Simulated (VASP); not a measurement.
# Gd2O (P-3m1) in VASP: single point with PBE

Aim: the single point of Gd2O with PBE.

Everything below comes from runs of VASP 6.6.1. Logs are shortened: lines on timing, memory, paths and dates and some standing lists are left out, and cuts for length are marked.

### 1 The cell of the first run

The structure is trigonal, space group P-3m1 (No. 164). Conventional cell: a = 3.580 Å, b = 3.580 Å, c = 5.790 Å, α = 90.00°, β = 90.00°, γ = 120.00°. Within 3.3 Å of Gd (site symmetry 3m) lie 3 O at 2.49 Å. Within 3.3 Å of O (site symmetry -3m) lie 6 Gd at 2.49 Å.

### 2 Single point, PBE, collinear spin, ferromagnetic start

INCAR

```
ALGO = Normal ; EDIFF = 1E-7
ENCUT = 520 ; GGA = PE
ISIF = 2 ; ISMEAR = 0
ISPIN = 2 ; LASPH = True
LCHARG = False ; LMAXMIX = 6
LORBIT = 11 ; LREAL = False
LWAVE = False ; MAGMOM = 7.68 7.68 0
NBANDS = 32 ; NELM = 150
PREC = Accurate ; SIGMA = 0.1
```

KPOINTS

```
k-points
0
Gamma
  12 12 6
```

POSCAR

```
Gd2O
1.0
    3.5800374846      0.0000000000      0.0000000000
   -1.7900187423      3.1004034081      0.0000000000
    0.0000000000      0.0000000000      5.7901946270
Gd O
2 1
Direct
    0.6666666667      0.3333333333      0.7614145978
    0.3333333333      0.6666666667      0.2385854022
    0.0000000000      0.0000000000      0.0000000000
```

Potentials or basis: VASP PAW PBE potentials, release 64 (Gd, O).

Command:

```console
$ cat potpaw_PBE.64/Gd/POTCAR potpaw_PBE.64/O/POTCAR > POTCAR
$ mpirun -np 1 vasp_std > vasp.out
```

OUTCAR:

```text
EDIFF = 1E-7
   ENCUT = 520
   GGA = PE
   ISIF = 2
   ISMEAR = 0
   ISPIN = 2
   LASPH = True
   LORBIT = 11
   LREAL = False
   NELM = 150
   PREC = Accurate

 ion  position               nearest neighbor table
   1  0.667  0.333  0.761-   3 2.49   3 2.49   3 2.49   2 3.45   2 3.45   2 3.45
   2  0.333  0.667  0.239-   3 2.49   3 2.49   3 2.49   1 3.45   1 3.45   1 3.45
   3  0.000  0.000  0.000-   1 2.49   2 2.49   2 2.49   1 2.49   1 2.49   2 2.49

  LATTYP: Found a hexagonal cell.
 ALAT       =     3.5800374846
 C/A-ratio  =     1.6173558662

  Lattice vectors:

 A1 = (   3.5800374846,   0.0000000000,   0.0000000000)
 A2 = (  -1.7900187423,   3.1004034081,   0.0000000000)
 A3 = (   0.0000000000,   0.0000000000,   5.7901946270)

Analysis of symmetry for initial positions (statically):
=====================================================================
 Subroutine PRICEL returns:
 Original cell was already a primitive cell.

 Routine SETGRP: Setting up the symmetry group for a
 hexagonal supercell.

 Subroutine GETGRP returns: Found 12 space group operations
 (whereof 12 operations were pure point group operations)
 out of a pool of 24 trial point group operations.

The static configuration has the point symmetry D_3d.

Analysis of symmetry for dynamics (positions and initial velocities):
=====================================================================
 Subroutine PRICEL returns:
 Original cell was already a primitive cell.

 Routine SETGRP: Setting up the symmetry group for a
 hexagonal supercell.

 Subroutine GETGRP returns: Found 12 space group operations
 (whereof 12 operations were pure point group operations)
 out of a pool of 24 trial point group operations.

The dynamic configuration has the point symmetry D_3d.

Analysis of structural, dynamic, and magnetic symmetry:
=====================================================================
 Subroutine PRICEL returns:
 Original cell was already a primitive cell.

 Routine SETGRP: Setting up the symmetry group for a
 hexagonal supercell.

 Subroutine GETGRP returns: Found 12 space group operations
 (whereof 12 operations were pure point group operations)
 out of a pool of 24 trial point group operations.

The overall configuration has the point symmetry D_3d.

 Subroutine INISYM returns: Found 12 space group operations
 (whereof 12 operations are pure point group operations),
 and found     1 'primitive' translations

----------------------------------------------------------------------------------------

                                     Primitive cell

  volume of cell :      64.2686

  direct lattice vectors                    reciprocal lattice vectors
     3.580037485  0.000000000  0.000000000     0.279326684  0.161269336  0.000000000
    -1.790018742  3.100403408  0.000000000     0.000000000  0.322538673  0.000000000
     0.000000000  0.000000000  5.790194627     0.000000000  0.000000000  0.172705766

  length of vectors
     3.580037485  3.580037485  5.790194627     0.322538673  0.322538673  0.172705766

  position of ions in fractional coordinates (direct lattice)
     0.666666667  0.333333333  0.761414598
     0.333333333  0.666666667  0.238585402
     0.000000000  0.000000000  0.000000000

  ion indices of the primitive-cell ions
   primitive index   ion index
                 1           1
                 2           2
                 3           3

----------------------------------------------------------------------------------------

 KPOINTS: k-points

Automatic generation of k-mesh.
 Grid dimensions read from file:
 generate k-points for:   12   12    6

 Generating k-lattice:

  Cartesian coordinates                     Fractional coordinates (reciprocal lattice)
     0.023277224  0.013439111  0.000000000     0.083333333  0.000000000  0.000000000
     0.000000000  0.026878223  0.000000000     0.000000000  0.083333333  0.000000000
     0.000000000  0.000000000  0.028784294     0.000000000  0.000000000  0.166666667

  Length of vectors
     0.026878223  0.026878223  0.028784294

  Shift w.r.t. Gamma in fractional coordinates (k-lattice)
     0.000000000  0.000000000  0.000000000

 Subroutine IBZKPT returns following result:
 ===========================================

 Found    100 irreducible k-points:

 Following reciprocal coordinates:
            Coordinates               Weight
  0.000000  0.000000  0.000000      1.000000
  0.083333  0.000000  0.000000      6.000000
  0.166667  0.000000  0.000000      6.000000
  0.250000  0.000000  0.000000      6.000000
  0.333333  0.000000  0.000000      6.000000
  0.416667  0.000000  0.000000      6.000000
[... 16 lines left out ...]
  0.166667  0.000000  0.166667      6.000000
  0.000000  0.166667  0.166667      6.000000
 [... further k-points ...]
   k-points           NKPTS =    100   k-points in BZ     NKDIM =    100   number of bands    NBANDS=     32
   number of dos      NEDOS =    301   number of ions     NIONS =      3
   total plane-waves  NPLWV =  37632
   dimension x,y,z NGX =    28 NGY =   28 NGZ =   48
   dimension x,y,z NGXF=    56 NGYF=   56 NGZF=   96
   ions per type =               2   1
   NGX,Y,Z   is equivalent  to a cutoff of  13.00, 13.00, 13.78 a.u.
   NGXF,Y,Z  is equivalent  to a cutoff of  26.00, 26.00, 27.56 a.u.
 SYSTEM =  unknown system
   PREC   = accura    normal or accurate (medium, high low for compatibility)
   ISTART =      0    job   : 0-new  1-cont  2-samecut
   ICHARG =      2    charge: 1-file 2-atom 10-const
   ISPIN  =      2    spin polarized calculation?
   LNONCOLLINEAR =      F non collinear calculations
   LSORBIT =      F    spin-orbit coupling
   LASPH  =      T    aspherical Exc in radial PAW
   ENCUT  =  520.0 eV  38.22 Ry    6.18 a.u.   6.66  6.66 10.77*2*pi/ulx,y,z
   NELM   =    150;   NELMIN=  2; NELMDL= -5     # of ELM steps
   EDIFF  = 0.1E-06   stopping-criterion for ELM
   LREAL  =      F    real-space projection
   EDIFFG = 0.1E-05   stopping-criterion for IOM
   NSW    =      0    number of steps for IOM
   IBRION =     -1    ionic relax: 0-MD 1-quasi-New 2-CG
   NFREE  =      0    steps in history (QN), initial steepest desc. (CG)
   ISIF   =      2    stress and relaxation
   ISYM   =      2    0-nonsym 1-usesym 2-fastsym
   POTIM  = 0.5000    time-step for ionic-motion
   TEBEG  =    0.0;   TEEND  =   0.0 temperature during run
   PSTRESS=    0.0 pullay stress
   NELECT =      42.0000    total number of electrons
   NUPDOWN=      -1.0000    fix difference up-down
   EMIN   =  10.00;   EMAX   =-10.00  energy-range for DOS
   EFERMI =   0.00;   METHOD = LEGACY
   ISMEAR =     0;   SIGMA  =   0.10  broadening in eV -4-tet -1-fermi 0-gaus
   EFERMI_NEDOS =   21; number of points for ismear=-14 and -15
   IALGO  =     38    algorithm
   IMIX   =      4    mixing-type and parameters
     AMIX     =   0.40;   BMIX     =  1.00
     AMIX_MAG =   1.60;   BMIX_MAG =  1.00
  volume/ion in A,a.u.               =      21.42       144.57
  Fermi-wavevector in a.u.,A,eV,Ry     =   1.420665  2.684667 27.460481  2.018288
  Thomas-Fermi vector in A             =   2.541556
   LORBIT       =     11    0 simple, 1 ext, 2 COOP (PROOUT), +10 PAW based schemes
   GGA     = PE    functional components
   LHFCALC =     F    Hartree Fock is set to
   AEXX    =    0.0000 exact exchange contribution
   IVDW    =     0    specifies the selected vdW correction
   LEPSILON=     F    determine dielectric tensor
   LRPA    =     F    only Hartree local field effects (RPA)
 spin polarized calculation
 Gauss-broadening in eV      SIGMA  =   0.10
  energy-cutoff  :      520.00
  volume of cell :       64.27
 maximum number of plane-waves:      1762
 NGX is ok and might be reduce to    28
   NGX = 13   NGY = 13   NGZ = 21

 number of electron      42.0000005 magnetization      15.3709433

 Free energy of the ion-electron system (eV)
  ---------------------------------------------------
  ext. energy  EPLUGINS =         0.00000000
  ---------------------------------------------------
  free energy    TOTEN  =       -33.73736076 eV

  energy without entropy =      -33.71927565  energy(sigma->0) =      -33.72831821

 E-fermi :   4.1437     XC(G=0): -10.6893

 val. band max:        4.1402081927   @ k =   0.4167   0.0833   0.5000
 cond. band min:       4.1487551746   @ k =   0.0833   0.0000   0.1667
 fundamental gap:      0.0085469819
 Fermi energy:         4.1437488084

 spin component 1

 k-point     1 :       0.0000    0.0000    0.0000
  band No.  band energies     occupation
      1     -41.1527      1.00000
      2     -41.0662      1.00000
      3     -19.3512      1.00000
      4     -18.2993      1.00000
      5     -18.2993      1.00000
      6     -18.1976      1.00000
[... 24 lines left out ...]
     31       5.7321      0.00000
     32       6.5349      0.00000
[... 774 lines left out ...]
      2     -41.0634      1.00000
      3     -19.2453      1.00000
      4     -18.4698      1.00000
      5     -18.4114      1.00000
      6     -18.3476      1.00000
[... 24 lines left out ...]
     31       5.6923      0.00000
     32       6.5935      0.00000

 [... further k-points ...]

 spin component 2

 k-point     1 :       0.0000    0.0000    0.0000
  band No.  band energies     occupation
      1     -37.9354      1.00000
      2     -37.8259      1.00000
      3     -17.5568      1.00000
      4     -15.9183      1.00000
      5     -15.9183      1.00000
      6     -15.8048      1.00000
[... 24 lines left out ...]
     31       6.9598      0.00000
     32       7.8383      0.00000
[... 774 lines left out ...]
      2     -37.8223      1.00000
      3     -17.4648      1.00000
      4     -16.1463      1.00000
      5     -16.0704      1.00000
      6     -15.9809      1.00000
[... 24 lines left out ...]
     31       6.8813      0.00000
     32       7.8947      0.00000

 [... further k-points ...]
[... 5 lines left out ...]
  --------------------------------------------------------------------------------------
  -------------------------------------------------------------------------------------
  Total       -0.0086942     -0.0086942      0.0121646      0.0000000      0.0000000      0.0000000
  in kB       -0.2167405     -0.2167405      0.3032554      0.0000000      0.0000000      0.0000000
  external PRESSURE =      -0.0434085 kB  Pullay stress =       0.0000000 kB

 VOLUME and BASIS-vectors are now :
 -----------------------------------------------------------------------------
  energy-cutoff  :      520.00
  volume of cell :       64.27
      direct lattice vectors                 reciprocal lattice vectors
     3.580037485  0.000000000  0.000000000     0.279326684  0.161269336  0.000000000
    -1.790018742  3.100403408  0.000000000     0.000000000  0.322538673  0.000000000
     0.000000000  0.000000000  5.790194627     0.000000000  0.000000000  0.172705766

 POSITION                                       TOTAL-FORCE (eV/Angst)
 -----------------------------------------------------------------------------------
      1.79002      1.03347      4.40874        -0.000000      0.000000     -0.022299
     -0.00000      2.06694      1.38146        -0.000000      0.000000      0.022299
      0.00000      0.00000      0.00000         0.000000      0.000000      0.000000
 -----------------------------------------------------------------------------------
    total drift:                               -0.000000      0.000000      0.000000

  FREE ENERGIE OF THE ION-ELECTRON SYSTEM (eV)
  ---------------------------------------------------
  free  energy   TOTEN  =       -33.7373607619 eV

  energy  without entropy=      -33.7192756534  energy(sigma->0) =      -33.72831821

 total charge

# of ion       s       p       d       f       tot
--------------------------------------------------
    1        2.041   5.606   0.560   7.021  15.229
    2        2.041   5.606   0.560   7.021  15.229
    3        1.562   3.403   0.000   0.000   4.964
--------------------------------------------------
tot          5.644  14.615   1.121  14.042  35.421

 magnetization (x)

# of ion       s       p       d       f       tot
--------------------------------------------------
    1        0.006  -0.049   0.224   6.785   6.967
    2        0.006  -0.049   0.224   6.785   6.967
    3        0.001  -0.012   0.000   0.000  -0.011
--------------------------------------------------
tot          0.013  -0.111   0.449  13.571  13.922
```

Wall time 23 min (1 thread of Intel Xeon Platinum 8481C at 2.70GHz (Sapphire Rapids), shared host); peak memory 0.47 GiB.

What came out:

```
Free energy                                           : -33.7374 eV
Pressure                                              : 0.0 GPa
Largest force                                         : 0.022 eV/Å
Net moment                                            : 15.37 μB per cell
Site moments                                          : Gd +6.97; O -0.01 μB
Valence electrons inside the program's atomic spheres : Gd 15.23; O 4.96
```

Forces on the atoms (eV/Å):
```
Gd   0.000  0.000 -0.022
Gd   0.000  0.000  0.022
O    0.000  0.000  0.000
```

Caveat: spin-orbit coupling is left out, which moves the levels of the heavy elements; without U or exact exchange the open f shell lies at the Fermi level, which spoils levels, moments and volumes. With open d or f shells a metallic result of PBE can be an artefact of self-interaction; +U or a hybrid may open a gap.
